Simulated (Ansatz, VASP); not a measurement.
## Two plane-wave programs on TiWSe3

```
Ti W Se
1.0
     4.93319    0.00000    0.00000
     0.00000    4.93319    0.00000
     0.00000    0.00000    4.93319
Ti W Se
1 1 3
Direct
  0.00000 0.00000 0.00000
  0.50000 0.50000 0.50000
  0.50000 0.50000 0.00000
  0.00000 0.50000 0.50000
  0.50000 0.00000 0.50000
```

Change from the starting cell: species swapped into the Ce3InC type (Pm-3m, No. 221).

Alike in both runs: functional PBE; k mesh 8 × 8 × 8; occupations gaussian, width 0.1 eV; collinear spin.

Ansatz relaxed the structure, and its values are those at the end. VASP's run is a single point on that final structure, the one shown.

|  | VASP | Ansatz |
| --- | --- | --- |
| version | VASP 6.6.1 | Ansatz 0.2.0 |
| potentials or method | VASP PAW PBE potentials, release 64 (Ti_sv, W_sv, Se), cutoff 520 eV | scalar-relativistic, plane waves, PAW |
| valence electrons in the cell | 44 | 74 |

Ansatz gave:

* gap on the k mesh at the Fermi level (eV): none
* pressure (GPa): 0.0
* net moment per atom (μB): 0.59
* size of the moment on the site where the two differ most (μB): 2.12

Problem. What did VASP give for the same quantities?

Solution. gap on the k mesh at the Fermi level (eV): none; pressure (GPa): 0.2; net moment per atom (μB): 0.59; size of the moment on the site where the two differ most (μB): 1.84.

Site moments also hang on the region over which each program counts them. A gap of «none» marks a metal or a gap that the smearing closes. VASP's potentials hold 44 valence electrons a cell and Ansatz's 74, so a difference there can come from the potentials and not from the codes. Ansatz's warnings: given moment on shells.

Spin-orbit coupling is off throughout.
